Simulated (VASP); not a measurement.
# Ti3Se (Pm-3m) in VASP: notebook, part 2 of 2

VASP 6.6.1. Earlier steps stand in the parts before.

## (4) Relaxation of cell and atoms, r2SCAN

This run uses another cell than the first one, of 17.40 Å³/atom, 1.109 times its volume.

The input, POSCAR:

```
Ti3Se
1.0
    4.1132981672      0.0000000000      0.0000000000
    0.0000000000      4.1132981672      0.0000000000
    0.0000000000      0.0000000000      4.1132981672
Ti Se
3 1
Direct
    0.0000000000      0.5000000000      0.5000000000
    0.5000000000      0.0000000000      0.5000000000
    0.5000000000      0.5000000000      0.0000000000
    0.0000000000      0.0000000000      0.0000000000
```

The input, INCAR.step1:

```
SYSTEM = Ti3Se
ALGO = Normal
EDIFF = 1E-4
ENCUT = 600
GGA = PE
ISMEAR = 0
LASPH = .True.
LCHARG = .False.
LREAL = .False.
LWAVE = .True.
NELM = 60
PREC = Accurate
SIGMA = 0.1
```

The input, INCAR.step2:

```
SYSTEM = Ti3Se
ALGO = Normal
EDIFF = 1E-6
EDIFFG = -0.04
ENCUT = 600
IBRION = 2
ISIF = 3
ISMEAR = 0
ISTART = 1
LASPH = .True.
LCHARG = .False.
LMIXTAU = .True.
LREAL = .False.
LWAVE = .False.
METAGGA = R2SCAN
NELM = 60
NSW = 90
PREC = Accurate
SIGMA = 0.1
```

The input, KPOINTS:

```
k-points
0
Gamma
  4 4 4
  0 0 0
```

Potentials or basis: VASP PAW PBE potentials, release 64 (Ti_sv, Se).

Run with:

```sh
> cat potpaw_PBE.64/Ti_sv/POTCAR potpaw_PBE.64/Se/POTCAR > POTCAR
> cp INCAR.step1 INCAR
> mpirun -np 1 vasp_std > vasp.out
> cp INCAR.step2 INCAR
> mpirun -np 1 vasp_std > vasp.out
```

OUTCAR:

```text
SYSTEM = Ti3Se
   EDIFF = 1E-6
   EDIFFG = -0.04
   ENCUT = 600
   IBRION = 2
   ISIF = 3
   ISMEAR = 0
   ISTART = 1
   LASPH = .True.
   LREAL = .False.
   METAGGA = R2SCAN
   NELM = 60
   NSW = 90
   PREC = Accurate

 ion  position               nearest neighbor table
   1  0.000  0.500  0.500-   2 2.91   3 2.91   3 2.91   2 2.91   2 2.91   3 2.91   3 2.91   2 2.91

   2  0.500  0.000  0.500-   1 2.91   3 2.91   3 2.91   1 2.91   3 2.91   3 2.91   1 2.91   1 2.91

   3  0.500  0.500  0.000-   1 2.91   2 2.91   1 2.91   2 2.91   2 2.91   2 2.91   1 2.91   1 2.91

   4  0.000  0.000  0.000-

  LATTYP: Found a simple cubic cell.
 ALAT       =     4.1132981672

  Lattice vectors:

 A1 = (   4.1132981672,   0.0000000000,   0.0000000000)
 A2 = (   0.0000000000,   4.1132981672,   0.0000000000)
 A3 = (   0.0000000000,   0.0000000000,   4.1132981672)

[... 205 lines left out ...]
 E-fermi :  10.7044     XC(G=0): -13.1310

 val. band max:       10.6414689548   @ k =   0.5000   0.5000   0.2500
 cond. band min:      10.7546170799   @ k =   0.5000   0.2500   0.2500
 fundamental gap:      0.1131481251
 Fermi energy:        10.7044248517

 k-point     1 :       0.0000    0.0000    0.0000
  band No.  band energies     occupation
      1     -48.2367      2.00000
      2     -47.9841      2.00000
      3     -47.9841      2.00000
      4     -23.8023      2.00000
      5     -23.8023      2.00000
      6     -23.8023      2.00000
[... 306 lines left out ...]
--------------------------------------- Ionic step        3  -------------------------------------------

 number of electron      41.9999989 magnetization

 Free energy of the ion-electron system (eV)
  ---------------------------------------------------
  ext. energy  EPLUGINS =         0.00000000
  ---------------------------------------------------
  free energy    TOTEN  =       -54.73517763 eV

  energy without entropy =      -54.72617018  energy(sigma->0) =      -54.73067391

 E-fermi :   9.8644     XC(G=0): -12.7601

 val. band max:        9.7008169878   @ k =   0.5000   0.5000   0.2500
 cond. band min:       9.9414947101   @ k =   0.5000   0.2500   0.2500
 fundamental gap:      0.2406777223
 Fermi energy:         9.8644162115

 k-point     1 :       0.0000    0.0000    0.0000
  band No.  band energies     occupation
      1     -49.1697      2.00000
      2     -48.9757      2.00000
      3     -48.9757      2.00000
      4     -24.6724      2.00000
      5     -24.6724      2.00000
      6     -24.6724      2.00000
[... 300 lines left out ...]
  FREE ENERGIE OF THE ION-ELECTRON SYSTEM (eV)
  ---------------------------------------------------
  free  energy   TOTEN  =       -54.7351776279 eV

  energy  without entropy=      -54.7261701823  energy(sigma->0) =      -54.73067391

 reached required accuracy - stopping structural energy minimisation
```

Wall time 2.3 min (1 thread of Intel Xeon 6975P-C (Granite Rapids), shared host); peak memory 0.24 GiB.

What came out:

| Quantity | Value |
| --- | --- |
| Free energy | -54.7352 eV |
| Relaxed volume | 15.75 Å³/atom |
| Relaxed cell | a = 3.979 Å, b = 3.979 Å, c = 3.979 Å, α = 90.00°, β = 90.00°, γ = 90.00° |
| Space group after relaxing (to 0.05 Å) | Pm-3m (No. 221) |
| Energy gained by relaxing | 58.9 meV/atom |
| Ionic steps | 3 |
| Pressure after relaxing | 0.0 GPa |
| Band gap on the k mesh | zero (band 21 reaches 10.31 eV, above the bottom of band 22 at 8.09 eV) |

The path:
```tsv
step	energy change (eV)	largest force (eV/Å)	pressure (GPa)	volume (Å³)
1	0.0000	0.0000	-10.37	69.59
2	-0.1165	0.0000	9.83	58.86
3	-0.2355	0.0000	-0.03	62.98
```

Final structure:
```yaml
crystal:
  lattice:
    - [3.97867, 0.00000, 0.00000]
    - [0.00000, 3.97867, 0.00000]
    - [0.00000, 0.00000, 3.97867]
  atoms:
    - { symbol: Ti, position: [0.00000, 0.50000, 0.50000] }
    - { symbol: Ti, position: [0.50000, 0.00000, 0.50000] }
    - { symbol: Ti, position: [0.50000, 0.50000, 0.00000] }
    - { symbol: Se, position: [0.00000, 0.00000, 0.00000] }
```

Caveat: the k points lie up to 0.39 Å⁻¹ apart in the final cell; the PAW data sets were made with another functional, which shifts forces and pressure a little.

## (5) Single point, r2SCAN

This run uses another cell than the first one, of 15.72 Å³/atom, 1.002 times its volume.

The input, POSCAR:

```
Ti3Se
1.0
    3.9765704431      0.0000000000      0.0000000000
    0.0000000000      3.9765704431      0.0000000000
    0.0000000000      0.0000000000      3.9765704431
Ti Se
3 1
Direct
    0.0000000000      0.5000000000      0.5000000000
    0.5000000000      0.0000000000      0.5000000000
    0.5000000000      0.5000000000      0.0000000000
    0.0000000000      0.0000000000      0.0000000000
```

The input, INCAR.step1:

```
SYSTEM = Ti3Se
PREC = Accurate
ENCUT = 520
ISMEAR = 0
SIGMA = 0.1
LREAL = .False.
LASPH = .True.
NELM = 100
NBANDS = 29
GGA = PE
ALGO = Normal
EDIFF = 1E-4
LWAVE = .True.
LCHARG = .False.
```

The input, INCAR.step2:

```
SYSTEM = Ti3Se
PREC = Accurate
ENCUT = 520
EDIFF = 1E-7
ISMEAR = 0
SIGMA = 0.1
LREAL = .False.
LASPH = .True.
NELM = 100
ALGO = Normal
ISIF = 2
LWAVE = .False.
LCHARG = .False.
METAGGA = R2SCAN
LMIXTAU = .True.
NBANDS = 29
ISTART = 1
```

The input, KPOINTS:

```
Automatic mesh
0
Gamma
  12 12 12
  0 0 0
```

Run with:

```sh
> cat potpaw_PBE.64/Ti_sv/POTCAR potpaw_PBE.64/Se/POTCAR > POTCAR
> cp INCAR.step1 INCAR
> mpirun -np 1 vasp_std > vasp.out
> cp INCAR.step2 INCAR
> mpirun -np 1 vasp_std > vasp.out
```

It took 4.2 min on 1 thread of Intel Xeon 6975P-C (Granite Rapids), shared host; peak memory 0.26 GiB.

Results (log left out):

| Quantity | Value |
| --- | --- |
| Free energy | -54.6707 eV |
| Pressure | 0.5 GPa |
| Band gap on the k mesh | zero (band 21 reaches 10.34 eV, above the bottom of band 22 at 8.11 eV) |

Levels at points of the mesh, in eV from the Fermi level:
```csv
k point,band 18,band 19,band 20,band 21,band 22,band 23,band 24,band 25
"(0.00, 0.00, 0.00)",-2.66,-2.66,-1.76,-1.76,-1.76,0.79,1.71,1.71
"(0.50, 0.00, 0.00)",-1.19,-1.05,0.14,0.14,0.33,0.65,0.96,1.45
"(0.50, 0.50, 0.00)",-0.70,-0.61,-0.61,0.30,0.30,1.36,1.52,1.66
"(0.50, 0.50, 0.50)",-2.63,-2.63,0.47,0.47,0.47,0.76,1.17,1.87
```

Caveat: the PAW data sets were made with another functional, which shifts forces and pressure a little.

## (6) Summary

| task | spin | cell | k mesh | cutoff (eV) | gap on the mesh (eV) | pressure (GPa) |
| --- | --- | --- | --- | --- | --- | --- |
| single point | off | a = 3.974 Å, 4 atoms | 4 × 4 × 4 | 520 | none | 0.4 |
| single point | collinear, ferromagnetic start | a = 4.113 Å, 4 atoms | 4 × 4 × 4 | 520 | none | -10.5 |
| relaxation of cell and atoms | off | relaxed from a = 4.113 Å, 4 atoms | 4 × 4 × 4 | 600 | none | 0.0 |
| single point | off | a = 3.977 Å, 4 atoms | 12 × 12 × 12 | 520 | none | 0.5 |

Alike in all rows: level r2SCAN; potentials or basis VASP PAW PBE potentials, release 64 (Ti_sv, Se); smearing gaussian 0.1 eV.

Caveats: some runs use coarse meshes; the PAW data sets were made with another functional, which shifts forces and pressure a little.

Absolute energies hang on the potentials; compare differences alone.
